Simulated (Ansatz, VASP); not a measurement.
One calculation of NaCl, two programs

The input POSCAR:

```
NaCl
1.0
    0.0000000000      2.8026988254      2.8026988254
    2.8026988254      0.0000000000      2.8026988254
    2.8026988254      2.8026988254      0.0000000000
Na Cl
1 1
Direct
    0.0000000000      0.0000000000      0.0000000000
    0.5000000000      0.5000000000      0.5000000000
```

INCAR.step1

```
PREC     = Accurate       # precision mode
ENCUT    = 520            # plane-wave cutoff, eV
ISMEAR   = 0              # smearing method
SIGMA    = 0.01           # smearing width, eV
LREAL    = False          # projectors in reciprocal space
LASPH    = True           # aspherical terms in the spheres
NELM     = 80             # most SCF steps
NBANDS   = 14             # bands
GGA      = PE             # functional
ALGO     = Normal         # electronic algorithm
EDIFF    = 1E-4           # SCF threshold, eV
LWAVE    = True           # write WAVECAR
LCHARG   = False          # write CHGCAR
```

Contents of INCAR.step2:

```
PREC     = Accurate       # precision mode
ENCUT    = 520            # plane-wave cutoff, eV
EDIFF    = 1E-6           # SCF threshold, eV
ISMEAR   = 0              # smearing method
SIGMA    = 0.01           # smearing width, eV
LREAL    = False          # projectors in reciprocal space
LASPH    = True           # aspherical terms in the spheres
NELM     = 80             # most SCF steps
ALGO     = Normal         # electronic algorithm
ISIF     = 2              # what is computed and relaxed
LWAVE    = False          # write WAVECAR
LCHARG   = True           # write CHGCAR
METAGGA  = R2SCAN         # meta-GGA
LMIXTAU  = True         
LELF     = True           # ELF
LVHAR    = True         
NBANDS   = 14             # bands
ISTART   = 1
```

KPOINTS

```
regular mesh
0
Gamma
  8 8 8
```

Input for Ansatz:

```yaml
crystal:
  lattice:
    - [0.0, 2.8026988254, 2.8026988254]
    - [2.8026988254, 0.0, 2.8026988254]
    - [2.8026988254, 2.8026988254, 0.0]
  atoms:
    - { symbol: Na, position: [0.0, 0.0, 0.0] }
    - { symbol: Cl, position: [0.5, 0.5, 0.5] }
kpoints:
  mp_grid: { grid: [8, 8, 8] }
  band_path:
    path:
      - [0.0, 0.0, 0.0]
      - [0.5, 0.0, 0.5]
      - [0.625, 0.25, 0.625]
      - [0.375, 0.375, 0.75]
      - [0.5, 0.5, 0.5]
      - [0.5, 0.25, 0.75]
    npoints: 1
hamiltonian:
  xc: r2scan
scf:
  occupations: { method: fixed }
  n_extra_bands: 4
output:
  forces: true
  stress: true
  eigenvalues: true
```

Alike in both runs: task single point; functional r2SCAN; k mesh 8 × 8 × 8; no spin polarisation.

|  | VASP | Ansatz |
| --- | --- | --- |
| version | VASP 6.6.1 | Ansatz 0.2.0 |
| potentials or method | VASP PAW PBE potentials, release 64 (Na_pv, Cl) | plane waves, PAW |
| plane-wave cutoff (eV) | 520 | 500 |
| occupations | gaussian, width 0.01 eV | fixed |
| valence electrons in the cell | 14 | 16 |

|  | VASP | Ansatz | Ansatz less VASP |
| --- | --- | --- | --- |
| gap on the k mesh at the Fermi level (eV) | 6.00 | 5.98 | -0.023 |
| pressure (GPa) | -0.1 | 0.0 | +0.19 |

VASP's potentials were made for PBE, not for r2SCAN. VASP's potentials hold 14 valence electrons a cell and Ansatz's 16, so a difference there can come from the potentials and not from the codes.
